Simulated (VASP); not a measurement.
# Ni (Fm-3m) in VASP: single point with PBE

Aim: the single point of Ni with PBE.

Everything below comes from runs of VASP 6.6.1. Logs are shortened: lines on timing, memory, paths and dates and some standing lists are left out, and cuts for length are marked.

## (1) The cell of the first run

It takes space group Fm-3m (No. 225, cubic). The conventional cell has a = 3.546 Å, b = 3.546 Å, c = 3.546 Å, α = 90.00°, β = 90.00°, γ = 90.00°. Ni (site symmetry m-3m) has 12 Ni at 2.51 Å within 3.3 Å.

## (2) Single point, PBE

Input file INCAR:

```
PREC = Accurate
ENCUT = 600
EDIFF = 1E-6
ISMEAR = 0
SIGMA = 0.1
LREAL = False
LASPH = True
NELM = 120
ALGO = Normal
ISIF = 2
LWAVE = False
LCHARG = False
GGA = PE
ISYM = 0
NBANDS = 17
GGA_COMPAT = False
```

Input file KPOINTS:

```
Automatic mesh
0
Gamma
  14 8 12
```

Input file POSCAR:

```
Ni
1.0
    0.0000000000     -1.7728000000     -1.7728000000
   -3.5456000000     -1.7728000000     -1.7728000000
    0.0000000000      1.7728000000     -1.7728000000
Ni
2
Direct
    0.0000000000      0.0000000000      0.0000000000
    0.0000000000      0.5000000000      0.5000000000
```

Potentials or basis: VASP PAW PBE potentials, release 64 (Ni).

Command:

```console
$ cat potpaw_PBE.64/Ni/POTCAR > POTCAR
$ mpirun -np 1 vasp_std > vasp.out
```

OUTCAR:

```text
PREC = Accurate
   ENCUT = 600
   EDIFF = 1E-6
   ISMEAR = 0
   LREAL = False
   LASPH = True
   NELM = 120
   ISIF = 2
   GGA = PE
   ISYM = 0

 ion  position               nearest neighbor table
   1  0.000  0.000  0.000-   2 2.51   2 2.51   2 2.51   2 2.51   2 2.51   2 2.51   2 2.51   2 2.51

   2  0.000  0.500  0.500-   1 2.51   1 2.51   1 2.51   1 2.51   1 2.51   1 2.51   1 2.51   1 2.51

IMPORTANT INFORMATION: All symmetrisations will be switched off!
NOSYMM: (Re-)initialisation of all symmetry stuff for point group C_1.

----------------------------------------------------------------------------------------

                                     Primitive cell

  volume of cell :      22.2864

  direct lattice vectors                    reciprocal lattice vectors
     0.000000000 -1.772800000 -1.772800000     0.282039711 -0.282039711 -0.282039711
    -3.545600000 -1.772800000 -1.772800000    -0.282039711  0.000000000  0.000000000
     0.000000000  1.772800000 -1.772800000     0.000000000  0.282039711 -0.282039711

  length of vectors
     2.507117803  4.342455416  2.507117803     0.488507110  0.282039711  0.398864385

  position of ions in fractional coordinates (direct lattice)
     0.000000000  0.000000000  0.000000000
     0.000000000  0.500000000  0.500000000

  ion indices of the primitive-cell ions
   primitive index   ion index
                 1           1
                 2           2

----------------------------------------------------------------------------------------

 KPOINTS: Automatic mesh

Automatic generation of k-mesh.
 Grid dimensions read from file:
 generate k-points for:   14    8   12

 Generating k-lattice:

  Cartesian coordinates                     Fractional coordinates (reciprocal lattice)
     0.020145694 -0.020145694 -0.020145694     0.071428571  0.000000000  0.000000000
    -0.035254964  0.000000000  0.000000000     0.000000000  0.125000000  0.000000000
     0.000000000  0.023503309 -0.023503309     0.000000000  0.000000000  0.083333333

  Length of vectors
     0.034893365  0.035254964  0.033238699

  Shift w.r.t. Gamma in fractional coordinates (k-lattice)
     0.000000000  0.000000000  0.000000000

 -----------------------------------------------------------------------------
|                                                                             |
|           W    W    AA    RRRRR   N    N  II  N    N   GGGG   !!!           |
|           W    W   A  A   R    R  NN   N  II  NN   N  G    G  !!!           |
|           W    W  A    A  R    R  N N  N  II  N N  N  G       !!!           |
|           W WW W  AAAAAA  RRRRR   N  N N  II  N  N N  G  GGG   !            |
|           WW  WW  A    A  R   R   N   NN  II  N   NN  G    G                |
|           W    W  A    A  R    R  N    N  II  N    N   GGGG   !!!           |
|                                                                             |
|     Your reciprocal lattice and k-lattice belong to different lattice       |
|     classes:                                                                |
|                                                                             |
|        The reciprocal lattice is simple tetragonal,                         |
|        whereas your k-lattice is simple monoclinic.                         |
|                                                                             |
|     Results are often still useful ...                                      |
|                                                                             |
 -----------------------------------------------------------------------------

 WARNING: IBZKPT: internal override: KBLOWUP is changed to .FALSE.
      ... skipping the blow-up phase ...

 Subroutine IBZKPT returns following result:
 ===========================================

 Found    676 irreducible k-points:

 Following reciprocal coordinates:
            Coordinates               Weight
  0.000000  0.000000  0.000000      1.000000
  0.071429  0.000000  0.000000      2.000000
  0.142857  0.000000  0.000000      2.000000
  0.214286  0.000000  0.000000      2.000000
  0.285714  0.000000  0.000000      2.000000
  0.357143  0.000000  0.000000      2.000000
[... 16 lines left out ...]
  0.000000  0.250000  0.000000      2.000000
  0.071429  0.250000  0.000000      2.000000
 [... further k-points ...]
   k-points           NKPTS =    676   k-points in BZ     NKDIM =    676   number of bands    NBANDS=     17
   number of dos      NEDOS =    301   number of ions     NIONS =      2
   total plane-waves  NPLWV =  14400
   dimension x,y,z NGX =    20 NGY =   36 NGZ =   20
   dimension x,y,z NGXF=    40 NGYF=   72 NGZF=   40
   ions per type =               2
   NGX,Y,Z   is equivalent  to a cutoff of  13.26, 13.78, 13.26 a.u.
   NGXF,Y,Z  is equivalent  to a cutoff of  26.52, 27.56, 26.52 a.u.
 SYSTEM =  unknown system
   PREC   = accura    normal or accurate (medium, high low for compatibility)
   ISTART =      0    job   : 0-new  1-cont  2-samecut
   ICHARG =      2    charge: 1-file 2-atom 10-const
   ISPIN  =      1    spin polarized calculation?
   LNONCOLLINEAR =      F non collinear calculations
   LSORBIT =      F    spin-orbit coupling
   LASPH  =      T    aspherical Exc in radial PAW
   ENCUT  =  600.0 eV  44.10 Ry    6.64 a.u.   5.01  8.67  5.01*2*pi/ulx,y,z
   NELM   =    120;   NELMIN=  2; NELMDL= -5     # of ELM steps
   EDIFF  = 0.1E-05   stopping-criterion for ELM
   LREAL  =      F    real-space projection
   EDIFFG = 0.1E-04   stopping-criterion for IOM
   NSW    =      0    number of steps for IOM
   IBRION =     -1    ionic relax: 0-MD 1-quasi-New 2-CG
   NFREE  =      0    steps in history (QN), initial steepest desc. (CG)
   ISIF   =      2    stress and relaxation
   ISYM   =      0    0-nonsym 1-usesym 2-fastsym
   POTIM  = 0.5000    time-step for ionic-motion
   TEBEG  =    0.0;   TEEND  =   0.0 temperature during run
   PSTRESS=    0.0 pullay stress
   NELECT =      20.0000    total number of electrons
   NUPDOWN=      -1.0000    fix difference up-down
   EMIN   =  10.00;   EMAX   =-10.00  energy-range for DOS
   EFERMI =   0.00;   METHOD = LEGACY
   ISMEAR =     0;   SIGMA  =   0.10  broadening in eV -4-tet -1-fermi 0-gaus
   EFERMI_NEDOS =   21; number of points for ismear=-14 and -15
   IALGO  =     38    algorithm
   IMIX   =      4    mixing-type and parameters
     AMIX     =   0.40;   BMIX     =  1.00
     AMIX_MAG =   1.60;   BMIX_MAG =  1.00
  volume/ion in A,a.u.               =      11.14        75.20
  Fermi-wavevector in a.u.,A,eV,Ry     =   1.579083  2.984035 33.926190  2.493505
  Thomas-Fermi vector in A             =   2.679517
   LORBIT       =      0    0 simple, 1 ext, 2 COOP (PROOUT), +10 PAW based schemes
   GGA     = PE    functional components
   LHFCALC =     F    Hartree Fock is set to
   AEXX    =    0.0000 exact exchange contribution
   IVDW    =     0    specifies the selected vdW correction
   LEPSILON=     F    determine dielectric tensor
   LRPA    =     F    only Hartree local field effects (RPA)
 non-spin polarized calculation
 Gauss-broadening in eV      SIGMA  =   0.10
  energy-cutoff  :      600.00
  volume of cell :       22.29
 maximum number of plane-waves:       776
   NGX = 11   NGY = 17   NGZ = 11

 number of electron      19.9999990 magnetization

 Free energy of the ion-electron system (eV)
  ---------------------------------------------------
  ext. energy  EPLUGINS =         0.00000000
  ---------------------------------------------------
  free energy    TOTEN  =       -10.83414036 eV

  energy without entropy =      -10.79350828  energy(sigma->0) =      -10.81382432

 E-fermi :   8.8402     XC(G=0): -13.1132

 val. band max:        8.8395154052   @ k =   0.2143   0.3750   0.1667
 cond. band min:       8.8408397393   @ k =  -0.2857  -0.1250   0.3333
 fundamental gap:      0.0013243341
 Fermi energy:         8.8401633961

 k-point     1 :       0.0000    0.0000    0.0000
  band No.  band energies     occupation
      1       0.1788      2.00000
      2       4.7255      2.00000
      3       5.2976      2.00000
      4       7.0639      2.00000
      5       7.0645      2.00000
      6       7.0652      2.00000
[... 9 lines left out ...]
     16      28.5567      0.00000
     17      31.8991      0.00000

 k-point     2 :       0.0714    0.0000    0.0000
  band No.  band energies     occupation
      1       0.3748      2.00000
      2       4.7963      2.00000
      3       5.3598      2.00000
      4       7.0125      2.00000
      5       7.1072      2.00000
      6       7.1083      2.00000
[... 9 lines left out ...]
     16      29.2388      0.00000
     17      31.7463      0.00000

 k-point     3 :       0.1429    0.0000    0.0000
  band No.  band energies     occupation
      1       0.9493      2.00000
      2       4.9949      2.00000
      3       5.5322      2.00000
      4       6.8797      2.00000
      5       7.2067      2.00000
      6       7.2075      2.00000
[... 9 lines left out ...]
     16      28.6895      0.00000
     17      29.9028      0.00000

 k-point     4 :       0.2143    0.0000    0.0000
  band No.  band energies     occupation
      1       1.8522      2.00000
      2       5.2383      2.00000
      3       5.7869      2.00000
      4       6.7385      2.00000
      5       7.2415      2.00000
      6       7.2696      2.00000
[... 9 lines left out ...]
     16      26.1473      0.00000
     17      30.3386      0.00000

 k-point     5 :       0.2857    0.0000    0.0000
  band No.  band energies     occupation
      1       2.9535      2.00000
      2       5.2416      2.00000
      3       6.1688      2.00000
      4       6.7305      2.00000
      5       6.9692      2.00000
      6       7.2274      2.00000
[... 9 lines left out ...]
     16      27.8506      0.00000
     17      30.8043      0.00000

 k-point     6 :       0.3571    0.0000    0.0000
  band No.  band energies     occupation
      1       3.9392      2.00000
      2       4.9456      2.00000
      3       6.6384      2.00000
      4       7.1307      2.00000
      5       7.1320      2.00000
      6       7.1322      2.00000
[... 9 lines left out ...]
     16      29.8239      0.00000
     17      31.3906      0.00000

 k-point     7 :       0.4286    0.0000    0.0000
  band No.  band energies     occupation
      1       4.4469      2.00000
      2       4.6704      2.00000
      3       6.9303      2.00000
      4       7.0513      2.00000
      5       7.0516      2.00000
      6       7.0986      2.00000
[... 9 lines left out ...]
     16      31.1468      0.00000
     17      31.9278      0.00000

 k-point     8 :       0.5000    0.0000    0.0000
  band No.  band energies     occupation
      1       4.5678      2.00000
      2       4.5678      2.00000
      3       7.0205      2.00000
      4       7.0205      2.00000
      5       7.0209      2.00000
      6       7.0212      2.00000
[... 9 lines left out ...]
     16      30.9866      0.00000
     17      33.3460      0.00000
[... 203 lines left out ...]
      1       3.6784      2.00000
      2       4.7225      2.00000
      3       6.5059      2.00000
      4       6.7729      2.00000
      5       6.9665      2.00000
      6       7.1269      2.00000
[... 9 lines left out ...]
     16      29.1470      0.00000
     17      31.1926      0.00000

 k-point    20 :      -0.2143    0.1250    0.0000
  band No.  band energies     occupation
      1       2.6019      2.00000
      2       4.9077      2.00000
      3       6.0267      2.00000
      4       6.6301      2.00000
      5       6.9951      2.00000
      6       7.2464      2.00000
[... 9 lines left out ...]
     16      27.2809      0.00000
     17      30.7368      0.00000

 k-point    21 :      -0.1429    0.1250    0.0000
  band No.  band energies     occupation
      1       1.5667      2.00000
      2       4.8836      2.00000
      3       5.7094      2.00000
      4       6.7267      2.00000
      5       7.2891      2.00000
      6       7.3042      2.00000
[... 9 lines left out ...]
     16      26.6693      0.00000
     17      30.1751      0.00000

 k-point    22 :      -0.0714    0.1250    0.0000
  band No.  band energies     occupation
      1       0.7966      2.00000
      2       4.7703      2.00000
      3       5.4869      2.00000
      4       6.8778      2.00000
      5       7.2083      2.00000
      6       7.2120      2.00000
[... 9 lines left out ...]
     16      29.4135      0.00000
     17      30.2216      0.00000

 k-point    23 :       0.0000    0.2500    0.0000
  band No.  band energies     occupation
      1       0.9671      2.00000
      2       4.6220      2.00000
      3       5.5386      2.00000
      4       6.7870      2.00000
      5       7.2842      2.00000
      6       7.2849      2.00000
[... 9 lines left out ...]
     16      28.8165      0.00000
     17      31.2034      0.00000

 k-point    24 :       0.0714    0.2500    0.0000
  band No.  band energies     occupation
      1       0.7130      2.00000
      2       4.7817      2.00000
      3       5.4619      2.00000
      4       6.9059      2.00000
      5       7.1869      2.00000
      6       7.1910      2.00000
[... 9 lines left out ...]
     16      29.3779      0.00000
     17      30.4657      0.00000

 [... further k-points ...]

------------------------ aborting loop because EDIFF is reached ----------------------------------------

  FORCE on cell =-STRESS in cart. coord.  units (eV):
  Direction    XX          YY          ZZ          XY          YZ          ZX
  --------------------------------------------------------------------------------------
  -------------------------------------------------------------------------------------
  Total       -0.7699780     -0.7561563     -0.7561557     -0.0007178      0.0142325     -0.0007178
  in kB      -55.3540840    -54.3604346    -54.3603962     -0.0516008      1.0231839     -0.0516057
  external PRESSURE =     -54.6916383 kB  Pullay stress =       0.0000000 kB

 VOLUME and BASIS-vectors are now :
 -----------------------------------------------------------------------------
  energy-cutoff  :      600.00
  volume of cell :       22.29
      direct lattice vectors                 reciprocal lattice vectors
     0.000000000 -1.772800000 -1.772800000     0.282039711 -0.282039711 -0.282039711
    -3.545600000 -1.772800000 -1.772800000    -0.282039711  0.000000000  0.000000000
     0.000000000  1.772800000 -1.772800000     0.000000000  0.282039711 -0.282039711

 POSITION                                       TOTAL-FORCE (eV/Angst)
 -----------------------------------------------------------------------------------
      0.00000      0.00000      0.00000        -0.000002      0.000000      0.000001
     -1.77280      0.00000     -1.77280         0.000002     -0.000000     -0.000001
 -----------------------------------------------------------------------------------
    total drift:                               -0.000000     -0.000001     -0.000000

  FREE ENERGIE OF THE ION-ELECTRON SYSTEM (eV)
  ---------------------------------------------------
  free  energy   TOTEN  =       -10.8341403596 eV

  energy  without entropy=      -10.7935082845  energy(sigma->0) =      -10.81382432
```

Wall time 6.3 min (1 thread of AMD EPYC 7R13, shared host); peak memory 0.33 GiB.

Results:

```yaml
Free_energy: -10.8341 eV
Pressure: -5.5 GPa
Band_gap_on_the_k_mesh: zero (band 10 reaches 9.01 eV, above the bottom of band 11 at 8.33 eV)
```

Caveat: the run has no spin polarisation, though such a crystal can be magnetic. Spin polarisation is off, so any magnetic state and its effect on volume and gap are missing.
